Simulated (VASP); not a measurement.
# MgW (Pmma) in VASP: notebook

MgW is run at these levels: r2SCAN; tasks: single point.

Program: VASP 6.6.1. These are calculated values, not measurements. Logs are shortened: lines on timing, memory, paths and dates and some standing lists are left out, and cuts for length are marked.

## (1) The cell of the first run

The typed cell holds 4 atoms: a = 4.835 Å, b = 4.464 Å, c = 3.137 Å, α = 90.00°, β = 90.00°, γ = 90.00°.

## (2) Single point, r2SCAN

Contents of POSCAR:

```
MgW
1.0
    4.8345919029      0.0000000000      0.0172137665
    0.0000000000      4.4643304643      0.0000000000
   -0.0111799104      0.0000000000      3.1374778013
Mg W
2 2
Direct
    0.5000000000      0.2500702950      0.7500000000
    0.5000000000      0.7499297050      0.2500000000
    0.0000000000      0.7503504001      0.7500000000
    0.0000000000      0.2496495999      0.2500000000
```

Contents of INCAR.step1:

```
SYSTEM = MgW
  ALGO = Normal
  EDIFF = 1E-5
  ENCUT = 750
  GGA = PE
  GGA_COMPAT = .False.
  ISMEAR = 0
  LASPH = .True.
  LCHARG = .False.
  LREAL = .False.
  LWAVE = .True.
  NBANDS = 32
  NELM = 120
  PREC = Accurate
  SIGMA = 0.1
```

Contents of INCAR.step2:

```
SYSTEM = MgW
  ALGO = Normal
  EDIFF = 1E-6
  ENCUT = 750
  GGA_COMPAT = .False.
  ISIF = 2
  ISMEAR = 0
  ISTART = 1
  LASPH = .True.
  LCHARG = .True.
  LELF = .True.
  LMIXTAU = .True.
  LREAL = .False.
  LVHAR = .True.
  LWAVE = .False.
  METAGGA = R2SCAN
  NBANDS = 32
  NELM = 120
  PREC = Accurate
  SIGMA = 0.1
```

Contents of KPOINTS:

```
k-points
0
Gamma
  4 4 4
  0 0 0
```

Potentials or basis: VASP PAW PBE potentials, release 64 (Mg_sv, W_sv).

Started as:

```bash
> cat potpaw_PBE.64/Mg_sv/POTCAR potpaw_PBE.64/W_sv/POTCAR > POTCAR
> cp INCAR.step1 INCAR
> mpirun -np 1 vasp_std > vasp.out
> cp INCAR.step2 INCAR
> mpirun -np 1 vasp_std > vasp.out
```

OUTCAR:

```text
SYSTEM = MgW
   EDIFF = 1E-6
   ENCUT = 750
   ISIF = 2
   ISMEAR = 0
   ISTART = 1
   LASPH = .True.
   LREAL = .False.
   METAGGA = R2SCAN
   NELM = 120
   PREC = Accurate

 ion  position               nearest neighbor table
   1  0.500  0.250  0.750-   4 2.88   4 2.88   4 2.88   4 2.88
   2  0.500  0.750  0.250-   3 2.88   3 2.88   3 2.88   3 2.88
   3  0.000  0.750  0.750-   4 2.73   4 2.73   4 2.73   4 2.73   2 2.88   2 2.88   2 2.88   2 2.88

   4  0.000  0.250  0.250-   3 2.73   3 2.73   3 2.73   3 2.73   1 2.88   1 2.88   1 2.88   1 2.88

  LATTYP: Found a simple orthorhombic cell.
 ALAT       =     3.1374977202
 B/A-ratio  =     1.4228952058
 C/A-ratio  =     1.5409166728

  Lattice vectors:

 A1 = (   0.0111799104,   0.0000000000,  -3.1374778013)
 A2 = (   0.0000000000,   4.4643304643,   0.0000000000)
 A3 = (   4.8345919029,   0.0000000000,   0.0172137665)

Analysis of symmetry for initial positions (statically):
=====================================================================
 Subroutine PRICEL returns:
 Original cell was already a primitive cell.

 Routine SETGRP: Setting up the symmetry group for a
 simple orthorhombic supercell.

 Subroutine GETGRP returns: Found  8 space group operations
 (whereof  4 operations were pure point group operations)
 out of a pool of  8 trial point group operations.

The static configuration has the point symmetry C_2h.
 The point group associated with its full space group is D_2h.

Analysis of symmetry for dynamics (positions and initial velocities):
=====================================================================
 Subroutine PRICEL returns:
 Original cell was already a primitive cell.

 Routine SETGRP: Setting up the symmetry group for a
 simple orthorhombic supercell.

 Subroutine GETGRP returns: Found  8 space group operations
 (whereof  4 operations were pure point group operations)
 out of a pool of  8 trial point group operations.

The dynamic configuration has the point symmetry C_2h.
 The point group associated with its full space group is D_2h.

 Subroutine INISYM returns: Found  8 space group operations
 (whereof  4 operations are pure point group operations),
 and found     1 'primitive' translations

----------------------------------------------------------------------------------------

                                     Primitive cell

  volume of cell :      67.7177

  direct lattice vectors                    reciprocal lattice vectors
     4.834591903  0.000000000  0.017213767     0.206840067  0.000000000  0.000737042
     0.000000000  4.464330464  0.000000000     0.000000000  0.223997755  0.000000000
    -0.011179910  0.000000000  3.137477801    -0.001134828  0.000000000  0.318723311

  length of vectors
     4.834622548  4.464330464  3.137497720     0.206841380  0.223997755  0.318725331

  position of ions in fractional coordinates (direct lattice)
     0.500000000  0.250070295  0.750000000
     0.500000000  0.749929705  0.250000000
     0.000000000  0.750350400  0.750000000
     0.000000000  0.249649600  0.250000000

  ion indices of the primitive-cell ions
   primitive index   ion index
                 1           1
                 2           2
                 3           3
                 4           4

----------------------------------------------------------------------------------------

 KPOINTS: k-points

Automatic generation of k-mesh.
 Grid dimensions read from file:
 generate k-points for:    4    4    4

 Generating k-lattice:

  Cartesian coordinates                     Fractional coordinates (reciprocal lattice)
     0.051710017  0.000000000  0.000184261     0.250000000  0.000000000  0.000000000
     0.000000000  0.055999439  0.000000000     0.000000000  0.250000000  0.000000000
    -0.000283707  0.000000000  0.079680828     0.000000000  0.000000000  0.250000000

  Length of vectors
     0.051710345  0.055999439  0.079681333

  Shift w.r.t. Gamma in fractional coordinates (k-lattice)
     0.000000000  0.000000000  0.000000000

 Subroutine IBZKPT returns following result:
 ===========================================

 Found     27 irreducible k-points:

 Following reciprocal coordinates:
            Coordinates               Weight
  0.000000  0.000000  0.000000      1.000000
  0.250000  0.000000  0.000000      2.000000
  0.500000  0.000000  0.000000      1.000000
  0.000000  0.250000  0.000000      2.000000
  0.250000  0.250000  0.000000      4.000000
  0.500000  0.250000  0.000000      2.000000
[... 16 lines left out ...]
  0.250000  0.250000  0.500000      4.000000
  0.500000  0.250000  0.500000      2.000000
 [... further k-points ...]
   k-points           NKPTS =     27   k-points in BZ     NKDIM =     27   number of bands    NBANDS=     32
   number of dos      NEDOS =    301   number of ions     NIONS =      4
   total plane-waves  NPLWV =  53760
   dimension x,y,z NGX =    48 NGY =   40 NGZ =   28
   dimension x,y,z NGXF=    96 NGYF=   80 NGZF=   56
   ions per type =               2   2
   NGX,Y,Z   is equivalent  to a cutoff of  16.51, 14.90, 14.84 a.u.
   NGXF,Y,Z  is equivalent  to a cutoff of  33.01, 29.79, 29.67 a.u.
 SYSTEM =  MgW
   PREC   = accura    normal or accurate (medium, high low for compatibility)
   ISTART =      1    job   : 0-new  1-cont  2-samecut
   ICHARG =      0    charge: 1-file 2-atom 10-const
   ISPIN  =      1    spin polarized calculation?
   LNONCOLLINEAR =      F non collinear calculations
   LSORBIT =      F    spin-orbit coupling
   LASPH  =      T    aspherical Exc in radial PAW
   ENCUT  =  750.0 eV  55.12 Ry    7.42 a.u.  10.80  9.97  7.01*2*pi/ulx,y,z
   NELM   =    120;   NELMIN=  2; NELMDL=  0     # of ELM steps
   EDIFF  = 0.1E-05   stopping-criterion for ELM
   LREAL  =      F    real-space projection
   EDIFFG = 0.1E-04   stopping-criterion for IOM
   NSW    =      0    number of steps for IOM
   IBRION =     -1    ionic relax: 0-MD 1-quasi-New 2-CG
   NFREE  =      0    steps in history (QN), initial steepest desc. (CG)
   ISIF   =      2    stress and relaxation
   ISYM   =      2    0-nonsym 1-usesym 2-fastsym
   POTIM  = 0.5000    time-step for ionic-motion
   TEBEG  =    0.0;   TEEND  =   0.0 temperature during run
   PSTRESS=    0.0 pullay stress
   NELECT =      48.0000    total number of electrons
   NUPDOWN=      -1.0000    fix difference up-down
   EMIN   =  10.00;   EMAX   =-10.00  energy-range for DOS
   EFERMI =   0.00;   METHOD = LEGACY
   ISMEAR =     0;   SIGMA  =   0.10  broadening in eV -4-tet -1-fermi 0-gaus
   EFERMI_NEDOS =   21; number of points for ismear=-14 and -15
   IALGO  =     38    algorithm
   IMIX   =      4    mixing-type and parameters
     AMIX     =   0.40;   BMIX     =  1.00
     AMIX_MAG =   1.60;   BMIX_MAG =  1.00
  volume/ion in A,a.u.               =      16.93       114.25
  Fermi-wavevector in a.u.,A,eV,Ry     =   1.459669  2.758375 28.989041  2.130634
  Thomas-Fermi vector in A             =   2.576209
   LORBIT       =      0    0 simple, 1 ext, 2 COOP (PROOUT), +10 PAW based schemes
   METAGGA = R2SCAN    functional components
   LHFCALC =     F    Hartree Fock is set to
   AEXX    =    0.0000 exact exchange contribution
   IVDW    =     0    specifies the selected vdW correction
   LEPSILON=     F    determine dielectric tensor
   LRPA    =     F    only Hartree local field effects (RPA)
 non-spin polarized calculation
 Gauss-broadening in eV      SIGMA  =   0.10
  energy-cutoff  :      750.00
  volume of cell :       67.72
 maximum number of plane-waves:      3190
 NGX is ok and might be reduce to    48
   NGX = 21   NGY = 19   NGZ = 15

 number of electron      48.0000016 magnetization

 Free energy of the ion-electron system (eV)
  ---------------------------------------------------
  ext. energy  EPLUGINS =         0.00000000
  ---------------------------------------------------
  free energy    TOTEN  =      -109.13058036 eV

  energy without entropy =     -109.12293632  energy(sigma->0) =     -109.12675834

 E-fermi :   6.6221     XC(G=0): -12.5718

 val. band max:        6.5349432006   @ k =   0.5000   0.5000   0.0000
 cond. band min:       6.6677873904   @ k =   0.2500   0.2500   0.2500
 fundamental gap:      0.1328441898
 Fermi energy:         6.6220821746

 k-point     1 :       0.0000    0.0000    0.0000
  band No.  band energies     occupation
      1     -71.1990      2.00000
      2     -71.1819      2.00000
      3     -69.0172      2.00000
      4     -68.8795      2.00000
      5     -36.4102      2.00000
      6     -36.3370      2.00000
[... 24 lines left out ...]
     31      13.1079      0.00000
     32      14.0925      0.00000

 k-point     2 :       0.2500    0.0000    0.0000
  band No.  band energies     occupation
      1     -71.1989      2.00000
      2     -71.1819      2.00000
      3     -69.0172      2.00000
      4     -68.8795      2.00000
      5     -36.4100      2.00000
      6     -36.3368      2.00000
[... 24 lines left out ...]
     31      12.8540      0.00000
     32      13.1085      0.00000

 k-point     3 :       0.5000    0.0000    0.0000
  band No.  band energies     occupation
      1     -71.1989      2.00000
      2     -71.1818      2.00000
      3     -69.0173      2.00000
      4     -68.8796      2.00000
      5     -36.4097      2.00000
      6     -36.3365      2.00000
[... 24 lines left out ...]
     31      13.1091      0.00000
     32      13.6508      0.00000

 k-point     4 :       0.0000    0.2500    0.0000
  band No.  band energies     occupation
      1     -71.1964      2.00000
      2     -71.1844      2.00000
      3     -68.9972      2.00000
      4     -68.8998      2.00000
      5     -36.3930      2.00000
      6     -36.3299      2.00000
[... 24 lines left out ...]
     31      12.0550      0.00000
     32      12.6860      0.00000

 k-point     5 :       0.2500    0.2500    0.0000
  band No.  band energies     occupation
      1     -71.1964      2.00000
      2     -71.1844      2.00000
      3     -68.9972      2.00000
      4     -68.8998      2.00000
      5     -36.3929      2.00000
      6     -36.3297      2.00000
[... 584 lines left out ...]
     31      13.5665      0.00000
     32      13.5665      0.00000

 k-point    22 :      -0.0000    0.2500    0.5000
  band No.  band energies     occupation
      1     -71.1890      2.00000
      2     -71.1890      2.00000
      3     -68.9373      2.00000
      4     -68.9373      2.00000
      5     -36.3778      2.00000
      6     -36.3778      2.00000
[... 24 lines left out ...]
     31      12.2566      0.00000
     32      12.2566      0.00000

 k-point    23 :       0.2500    0.2500    0.5000
  band No.  band energies     occupation
      1     -71.1890      2.00000
      2     -71.1890      2.00000
      3     -68.9373      2.00000
      4     -68.9373      2.00000
      5     -36.3783      2.00000
      6     -36.3783      2.00000
[... 24 lines left out ...]
     31      12.2641      0.00000
     32      12.2641      0.00000

 k-point    24 :       0.5000    0.2500    0.5000
  band No.  band energies     occupation
      1     -71.1890      2.00000
      2     -71.1890      2.00000
      3     -68.9373      2.00000
      4     -68.9373      2.00000
      5     -36.3788      2.00000
      6     -36.3788      2.00000
[... 24 lines left out ...]
     31      12.4631      0.00000
     32      12.4631      0.00000

 [... further k-points ...]
[... 5 lines left out ...]
  --------------------------------------------------------------------------------------
  -------------------------------------------------------------------------------------
  Total       -0.1024707     -0.1114643     -0.0770323      0.0000000     -0.0000000     -0.0000904
  in kB       -2.4244217     -2.6372056     -1.8225563      0.0000000     -0.0000000     -0.0021379
  external PRESSURE =      -2.2947278 kB  Pullay stress =       0.0000000 kB

 VOLUME and BASIS-vectors are now :
 -----------------------------------------------------------------------------
  energy-cutoff  :      750.00
  volume of cell :       67.72
      direct lattice vectors                 reciprocal lattice vectors
     4.834591903  0.000000000  0.017213767     0.206840067  0.000000000  0.000737042
     0.000000000  4.464330464  0.000000000     0.000000000  0.223997755  0.000000000
    -0.011179910  0.000000000  3.137477801    -0.001134828  0.000000000  0.318723311

 POSITION                                       TOTAL-FORCE (eV/Angst)
 -----------------------------------------------------------------------------------
      2.40891      1.11640      2.36172        -0.000000     -0.003789     -0.000000
      2.41450      3.34793      0.79298        -0.000000      0.003789      0.000000
     -0.00838      3.34981      2.35311         0.000000     -0.030811     -0.000000
     -0.00279      1.11452      0.78437        -0.000000      0.030811      0.000000
 -----------------------------------------------------------------------------------
    total drift:                                0.000000      0.000000     -0.000000

  FREE ENERGIE OF THE ION-ELECTRON SYSTEM (eV)
  ---------------------------------------------------
  free  energy   TOTEN  =      -109.1305803594 eV

  energy  without entropy=     -109.1229363212  energy(sigma->0) =     -109.12675834
```

Wall time 2 min (1 thread of Intel Xeon 6975P-C (Granite Rapids), shared host); peak memory 0.28 GiB.

What came out:

```yaml
Free_energy: -109.1306 eV
Pressure: -0.2 GPa
Largest_force: 0.031 eV/Å
Band_gap_on_the_k_mesh: zero (bands 24 and 25 overlap by 1.02 eV)
```

Forces in eV/Å, atoms in the order of the input:
```
Mg   0.000 -0.004  0.000
Mg   0.000  0.004  0.000
W    0.000 -0.031  0.000
W    0.000  0.031  0.000
```

Caveat: the k points lie up to 0.50 Å⁻¹ apart, too coarse for converged energies and pressures of a metal; the PAW data sets were made with another functional, which shifts forces and pressure a little; spin-orbit coupling is left out, which moves the levels of the heavy elements.

## (3) Single point, r2SCAN

POSCAR is that of step 2.

Edit INCAR.step1 of step 2 so:

```diff
@@ -3,3 +3,3 @@
   EDIFF = 1E-5
-  ENCUT = 750
+  ENCUT = 660
   GGA = PE
```

Edit INCAR.step2 of step 2 so:

```diff
@@ -3,3 +3,3 @@
   EDIFF = 1E-6
-  ENCUT = 750
+  ENCUT = 660
   GGA_COMPAT = .False.
```

KPOINTS is that of step 2.

Potentials or basis: VASP PAW PBE potentials, release 64 (Mg_sv, W_sv).

Started as:

```bash
> cat potpaw_PBE.64/Mg_sv/POTCAR potpaw_PBE.64/W_sv/POTCAR > POTCAR
> cp INCAR.step1 INCAR
> mpirun -np 1 vasp_std > vasp.out
> cp INCAR.step2 INCAR
> mpirun -np 1 vasp_std > vasp.out
```

OUTCAR:

```text
SYSTEM = MgW
   EDIFF = 1E-6
   ENCUT = 660
   ISIF = 2
   ISMEAR = 0
   ISTART = 1
   LASPH = .True.
   LREAL = .False.
   METAGGA = R2SCAN
   NELM = 120
   PREC = Accurate

 ion  position               nearest neighbor table
   1  0.500  0.250  0.750-   4 2.88   4 2.88   4 2.88   4 2.88
   2  0.500  0.750  0.250-   3 2.88   3 2.88   3 2.88   3 2.88
   3  0.000  0.750  0.750-   4 2.73   4 2.73   4 2.73   4 2.73   2 2.88   2 2.88   2 2.88   2 2.88

   4  0.000  0.250  0.250-   3 2.73   3 2.73   3 2.73   3 2.73   1 2.88   1 2.88   1 2.88   1 2.88

[... 1045 lines left out ...]
  --------------------------------------------------------------------------------------
  -------------------------------------------------------------------------------------
  Total        0.0427685     -0.0772794     -0.0254278      0.0000000     -0.0000000      0.0002429
  in kB        1.0118884     -1.8284029     -0.6016137      0.0000000     -0.0000000      0.0057467
  external PRESSURE =      -0.4727094 kB  Pullay stress =       0.0000000 kB

 VOLUME and BASIS-vectors are now :
 -----------------------------------------------------------------------------
  energy-cutoff  :      660.00
  volume of cell :       67.72
      direct lattice vectors                 reciprocal lattice vectors
     4.834591903  0.000000000  0.017213767     0.206840067  0.000000000  0.000737042
     0.000000000  4.464330464  0.000000000     0.000000000  0.223997755  0.000000000
    -0.011179910  0.000000000  3.137477801    -0.001134828  0.000000000  0.318723311

 POSITION                                       TOTAL-FORCE (eV/Angst)
 -----------------------------------------------------------------------------------
      2.40891      1.11640      2.36172         0.000000     -0.003099      0.000000
      2.41450      3.34793      0.79298        -0.000000      0.003099     -0.000000
     -0.00838      3.34981      2.35311        -0.000000     -0.030792     -0.000000
     -0.00279      1.11452      0.78437         0.000000      0.030792      0.000000
 -----------------------------------------------------------------------------------
    total drift:                                0.000000     -0.000000     -0.000000

  FREE ENERGIE OF THE ION-ELECTRON SYSTEM (eV)
  ---------------------------------------------------
  free  energy   TOTEN  =      -109.1460048200 eV

  energy  without entropy=     -109.1383571025  energy(sigma->0) =     -109.14218096
```

OUTCAR.step1:

```text
SYSTEM = MgW
   EDIFF = 1E-5
   ENCUT = 660
   GGA = PE
   ISMEAR = 0
   LASPH = .True.
   LREAL = .False.
   NELM = 120
[... 1072 lines left out ...]
      2.41450      3.34793      0.79298        -0.000000      0.003893     -0.000000
     -0.00838      3.34981      2.35311         0.000000     -0.017996     -0.000000
     -0.00279      1.11452      0.78437        -0.000000      0.017996      0.000000
 -----------------------------------------------------------------------------------
    total drift:                                0.000000     -0.000000     -0.000000

  FREE ENERGIE OF THE ION-ELECTRON SYSTEM (eV)
  ---------------------------------------------------
  free  energy   TOTEN  =       -27.0890186507 eV

  energy  without entropy=      -27.0755666760  energy(sigma->0) =      -27.08229266
```

OSZICAR.step1:

```text
N       E                     dE             d eps       ncg     rms          rms(c)
DAV:   1     0.694377299615E+03    0.69438E+03   -0.34404E+04  1728   0.207E+03
DAV:   2     0.240037905224E+02   -0.67037E+03   -0.65128E+03  1824   0.641E+02
DAV:   3    -0.228380595430E+02   -0.46842E+02   -0.45373E+02  2712   0.143E+02
DAV:   4    -0.280955390318E+02   -0.52575E+01   -0.52246E+01  2232   0.362E+01
DAV:   5    -0.284521109836E+02   -0.35657E+00   -0.35655E+00  2312   0.712E+00    0.229E+01
DAV:   6    -0.273368560506E+02    0.11153E+01   -0.21752E+00  1880   0.949E+00    0.805E+00
DAV:   7    -0.271158774384E+02    0.22098E+00   -0.33810E-01  2024   0.383E+00    0.174E+00
DAV:   8    -0.270908930890E+02    0.24984E-01   -0.40074E-02  2320   0.114E+00    0.571E-01
DAV:   9    -0.270891371543E+02    0.17559E-02   -0.65702E-03  2072   0.524E-01    0.633E-02
DAV:  10    -0.270890153706E+02    0.12178E-03   -0.53875E-04  2048   0.145E-01    0.672E-02
DAV:  11    -0.270890186507E+02   -0.32801E-05   -0.80835E-05  1640   0.492E-02
   1 F= -.27089019E+02 E0= -.27082293E+02  d E =-.134520E-01
```

Wall time 2.6 min (1 thread of Intel Xeon 6975P-C (Granite Rapids), shared host); peak memory 0.25 GiB.

What came out:

- Free energy: -109.1460 eV
- Pressure: 0.0 GPa
- Largest force: 0.031 eV/Å
- Band gap on the k mesh: zero (bands 24 and 25 overlap by 1.02 eV)

Forces in eV/Å, atoms in the order of the input:
```
Mg   0.000 -0.003  0.000
Mg   0.000  0.003  0.000
W    0.000 -0.031  0.000
W    0.000  0.031  0.000
```

Stress tensor (GPa, compression positive):
```
 0.10  0.00  0.00
 0.00 -0.18  0.00
 0.00  0.00 -0.06
```

Caveat: the k points lie up to 0.50 Å⁻¹ apart, too coarse for converged energies and pressures of a metal; the PAW data sets were made with another functional, which shifts forces and pressure a little; spin-orbit coupling is left out, which moves the levels of the heavy elements.
